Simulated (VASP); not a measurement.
# Rb (P-1) in VASP: further runs

Rb is run at these levels: PBEsol; tasks: single point.

Everything below comes from runs of VASP 6.6.1. Logs are shortened: lines on timing, memory, paths and dates and some standing lists are left out, and cuts for length are marked.

**1. The cell of the first run**

The typed cell holds 1 atom: a = 4.886 Å, b = 4.918 Å, c = 4.833 Å, α = 107.59°, β = 109.52°, γ = 112.42°.

**2. Single point, PBEsol (the cell strained at random)**

INCAR reads:

```
  PREC = Accurate
  ENCUT = 520
  EDIFF = 1E-6
  ISMEAR = -1
  SIGMA = 0.05
  LREAL = False
  LASPH = True
  NELM = 80
  ALGO = Fast
  ISIF = 2
  LWAVE = False
  LCHARG = False
  GGA = PS
  NBANDS = 10
```

KPOINTS reads:

```
Automatic mesh
0
Gamma
  7 7 7
```

POSCAR reads:

```
Rb
1.0
   -2.9208720000      2.8264060000      2.7124160000
    2.9162840000     -2.8591040000      2.7405260000
    2.8432880000      2.7815200000     -2.7451140000
Rb
1
Direct
    0.0022960000     -0.0052890000     -0.0053710000
```

Potentials or basis: VASP PAW PBE potentials, release 64 (Rb_sv).

Started as:

```bash
> cat potpaw_PBE.64/Rb_sv/POTCAR > POTCAR
> mpirun -np 1 vasp_std > vasp.out
```

OUTCAR:

```text
PREC = Accurate
   ENCUT = 520
   EDIFF = 1E-6
   ISMEAR = -1
   LREAL = False
   LASPH = True
   NELM = 80
   ISIF = 2
   GGA = PS

 ion  position               nearest neighbor table
   1  0.002  0.995  0.995-

  LATTYP: Found a triclinic cell.
 ALAT       =    12.5301478731
 B/A-ratio  =     0.6279701273
 C/A-ratio  =     0.3822986079
 COS(alpha) =     0.0117712775
 COS(beta)  =     0.2590705697
 COS(gamma) =     0.9506791106

  Lattice vectors:

 A1 = (   0.1505800000, -11.2485500000,   5.5183380000)
 A2 = (   0.0729960000,  -5.6406240000,   5.4856400000)
 A3 = (  -2.8387000000,  -2.7488220000,  -2.7078280000)

Analysis of symmetry for initial positions (statically):
=====================================================================
 Subroutine PRICEL returns:
 Original cell was already a primitive cell.

 Routine SETGRP: Setting up the symmetry group for a
 triclinic supercell.

 Subroutine GETGRP returns: Found  2 space group operations
 (whereof  1 operations were pure point group operations)
 out of a pool of  2 trial point group operations.

The static configuration has the point symmetry C_1 .
 The point group associated with its full space group is S_2 .

Analysis of symmetry for dynamics (positions and initial velocities):
=====================================================================
 Subroutine PRICEL returns:
 Original cell was already a primitive cell.

 Routine SETGRP: Setting up the symmetry group for a
 triclinic supercell.

 Subroutine GETGRP returns: Found  2 space group operations
 (whereof  1 operations were pure point group operations)
 out of a pool of  2 trial point group operations.

The dynamic configuration has the point symmetry C_1 .
 The point group associated with its full space group is S_2 .

 Subroutine INISYM returns: Found  2 space group operations
 (whereof  1 operations are pure point group operations),
 and found     1 'primitive' translations

----------------------------------------------------------------------------------------

                                     Primitive cell

  volume of cell :      88.0434

  direct lattice vectors                    reciprocal lattice vectors
[... 78 lines left out ...]
   ICHARG =      2    charge: 1-file 2-atom 10-const
   ISPIN  =      1    spin polarized calculation?
   LNONCOLLINEAR =      F non collinear calculations
   LSORBIT =      F    spin-orbit coupling
   LASPH  =      T    aspherical Exc in radial PAW
   ENCUT  =  520.0 eV  38.22 Ry    6.18 a.u.   9.09  9.14  8.99*2*pi/ulx,y,z
   NELM   =     80;   NELMIN=  2; NELMDL= -5     # of ELM steps
   EDIFF  = 0.1E-05   stopping-criterion for ELM
   LREAL  =      F    real-space projection
   EDIFFG = 0.1E-04   stopping-criterion for IOM
   NSW    =      0    number of steps for IOM
   IBRION =     -1    ionic relax: 0-MD 1-quasi-New 2-CG
   NFREE  =      0    steps in history (QN), initial steepest desc. (CG)
   ISIF   =      2    stress and relaxation
   ISYM   =      2    0-nonsym 1-usesym 2-fastsym
   POTIM  = 0.5000    time-step for ionic-motion
   TEBEG  =    0.0;   TEEND  =   0.0 temperature during run
   PSTRESS=    0.0 pullay stress
   NELECT =       9.0000    total number of electrons
   NUPDOWN=      -1.0000    fix difference up-down
   EMIN   =  10.00;   EMAX   =-10.00  energy-range for DOS
   EFERMI =   0.00;   METHOD = LEGACY
   ISMEAR =    -1;   SIGMA  =   0.05  broadening in eV -4-tet -1-fermi 0-gaus
   EFERMI_NEDOS =   21; number of points for ismear=-14 and -15
   IALGO  =     68    algorithm
   IMIX   =      4    mixing-type and parameters
     AMIX     =   0.40;   BMIX     =  1.00
     AMIX_MAG =   1.60;   BMIX_MAG =  1.00
  volume/ion in A,a.u.               =      88.04       594.15
  Fermi-wavevector in a.u.,A,eV,Ry     =   0.765462  1.446513  7.972080  0.585931
  Thomas-Fermi vector in A             =   1.865587
   LORBIT       =      0    0 simple, 1 ext, 2 COOP (PROOUT), +10 PAW based schemes
   GGA     = PS    functional components
   LHFCALC =     F    Hartree Fock is set to
   AEXX    =    0.0000 exact exchange contribution
   IVDW    =     0    specifies the selected vdW correction
   LEPSILON=     F    determine dielectric tensor
   LRPA    =     F    only Hartree local field effects (RPA)
 non-spin polarized calculation
 RMM-DIIS sequential band-by-band and
  energy-cutoff  :      520.00
  volume of cell :       88.04
 maximum number of plane-waves:      2391
   NGX = 19   NGY = 19   NGZ = 17

 number of electron       9.0000000 magnetization

 Free energy of the ion-electron system (eV)
  ---------------------------------------------------
  ext. energy  EPLUGINS =         0.00000000
  ---------------------------------------------------
  free energy    TOTEN  =        -1.03013405 eV

  energy without entropy =       -1.02257247  energy(sigma->0) =       -1.02635326

 E-fermi :   0.0155     XC(G=0):  -5.6035

 val. band max:        0.0038464015   @ k =  -0.4286   0.4286   0.1429
 cond. band min:       0.0302846958   @ k =  -0.1429  -0.4286   0.2857
 fundamental gap:      0.0264382943
 Fermi energy:         0.0154743969

 k-point     1 :       0.0000    0.0000    0.0000
  band No.  band energies     occupation
      1     -28.8208      2.00000
      2     -12.8659      2.00000
      3     -12.8642      2.00000
      4     -12.8621      2.00000
      5      -2.0001      2.00000
      6       3.5733      0.00000
      7       3.7224      0.00000
      8       3.8998      0.00000
      9       4.5424      0.00000
     10       4.8747      0.00000
[... 287 lines left out ...]
 k-point    24 :      -0.2857    0.4286    0.0000
  band No.  band energies     occupation
      1     -28.8170      2.00000
      2     -12.9450      2.00000
      3     -12.8950      2.00000
      4     -12.8691      2.00000
      5      -0.5130      1.99995
      6       1.6418      0.00000
      7       2.6026      0.00000
      8       4.2898      0.00000
      9       4.8263      0.00000
     10       5.3103      0.00000

 [... further k-points ...]
[... 5 lines left out ...]
  --------------------------------------------------------------------------------------
  -------------------------------------------------------------------------------------
  Total       -0.0209542     -0.0317685     -0.0472364      0.0398257      0.0142753      0.0031589
  in kB       -0.3813167     -0.5781106     -0.8595887      0.7247317      0.2597765      0.0574835
  external PRESSURE =      -0.6063386 kB  Pullay stress =       0.0000000 kB

 VOLUME and BASIS-vectors are now :
 -----------------------------------------------------------------------------
  energy-cutoff  :      520.00
  volume of cell :       88.04
      direct lattice vectors                 reciprocal lattice vectors
    -2.920872000  2.826406000  2.712416000     0.002563946  0.179430072  0.184465334
     2.916284000 -2.859104000  2.740526000     0.173817038  0.003474953  0.183554327
     2.843288000  2.781520000 -2.745114000     0.176059938  0.180761964  0.001232054

 POSITION                                       TOTAL-FORCE (eV/Angst)
 -----------------------------------------------------------------------------------
      5.72217     -0.07091      0.00189         0.000000      0.000000      0.000000
 -----------------------------------------------------------------------------------
    total drift:                               -0.000000      0.000000      0.000000

  FREE ENERGIE OF THE ION-ELECTRON SYSTEM (eV)
  ---------------------------------------------------
  free  energy   TOTEN  =        -1.0301340510 eV

  energy  without entropy=       -1.0225724707  energy(sigma->0) =       -1.02635326
```

OSZICAR:

```text
N       E                     dE             d eps       ncg     rms          rms(c)
DAV:   1     0.422806164093E+02    0.42281E+02   -0.32615E+03  3440   0.653E+02
DAV:   2     0.165841271184E+01   -0.40622E+02   -0.39678E+02  3776   0.124E+02
DAV:   3    -0.914495070940E+00   -0.25729E+01   -0.25660E+01  4630   0.325E+01
DAV:   4    -0.102831914871E+01   -0.11382E+00   -0.11344E+00  4848   0.563E+00
DAV:   5    -0.103027315397E+01   -0.19540E-02   -0.19535E-02  4680   0.704E-01    0.115E+00
RMM:   6    -0.102977494782E+01    0.49821E-03   -0.17692E-03  4125   0.261E-01    0.707E-01
RMM:   7    -0.103005285102E+01   -0.27790E-03   -0.40386E-03  4371   0.377E-01    0.520E-02
RMM:   8    -0.103012657242E+01   -0.73721E-04   -0.23755E-04  5221   0.993E-02    0.817E-03
RMM:   9    -0.103013225021E+01   -0.56778E-05   -0.65885E-05  5764   0.368E-02    0.677E-03
RMM:  10    -0.103013380556E+01   -0.15553E-05   -0.11347E-05  5630   0.169E-02    0.424E-03
RMM:  11    -0.103013405105E+01   -0.24549E-06   -0.43880E-06  4743   0.889E-03
   1 F= -.10301341E+01 E0= -.10263533E+01  d E =-.756158E-02
```

stdout:

```text
POSCAR found type information on POSCAR Rb
 POSCAR found :  1 types and       1 ions
 scaLAPACK will be used
 -----------------------------------------------------------------------------
|                                                                             |
|                                                                             |
|     You enforced a specific xc type in the INCAR file but a different       |
|     I HOPE YOU KNOW WHAT YOU ARE DOING!                                     |
|                                                                             |
 -----------------------------------------------------------------------------

 LDA part: xc-table for (Slater+PW92), standard interpolation
 POSCAR, INCAR and KPOINTS ok, starting setup
 FFT: planning ... GRIDC
 FFT: planning ... GRID_SOFT
 FFT: planning ... GRID
 WAVECAR not read
 entering main loop
```

Run time: 44 s. Hardware: 1 thread of Intel Xeon 6975P-C (Granite Rapids), shared host; peak memory 0.31 GiB.

What came out:

- Free energy: -1.0301 eV
- Pressure: -0.1 GPa

Stress tensor (GPa, compression positive):
```
-0.04  0.07  0.01
 0.07 -0.06  0.03
 0.01  0.03 -0.09
```

Caveat: the cell differs from its parent crystal (the cell strained at random); the PAW data sets were made with another functional, which shifts forces and pressure a little.

**3. Single point, PBEsol (the cell strained at random)**

INCAR reads:

```
SYSTEM = Rb
  ALGO = Fast
  EDIFF = 1E-6
  ENCUT = 520
  GGA = PS
  ISIF = 2
  ISMEAR = -1
  LASPH = .True.
  LCHARG = .False.
  LREAL = .False.
  LWAVE = .False.
  NBANDS = 10
  NELM = 100
  PREC = Accurate
  SIGMA = 0.05
```

KPOINTS reads:

```
k-points
0
Gamma
  7 7 7
  0 0 0
```

POSCAR is that of step 2.

Potentials or basis: VASP PAW PBE potentials, release 64 (Rb_sv).

Started as:

```bash
> cat potpaw_PBE.64/Rb_sv/POTCAR > POTCAR
> mpirun -np 1 vasp_std > vasp.out
```

It took 64 s on 1 thread of Intel Xeon 6975P-C (Granite Rapids), shared host; peak memory 0.3 GiB.

The run converged. Its results:

* Free energy: -1.0301 eV
* Pressure: -0.1 GPa

Stress tensor (GPa, compression positive):
```
-0.04  0.07  0.01
 0.07 -0.06  0.03
 0.01  0.03 -0.09
```

Levels at points of the mesh, in eV from the Fermi level:
```tsv
k point	band 1	band 2	band 3	band 4	band 5	band 6	band 7	band 8
(0.00, 0.00, 0.00)	-28.84	-12.88	-12.88	-12.88	-2.02	3.56	3.71	3.88
```

Caveat: the cell differs from its parent crystal (the cell strained at random); the PAW data sets were made with another functional, which shifts forces and pressure a little.
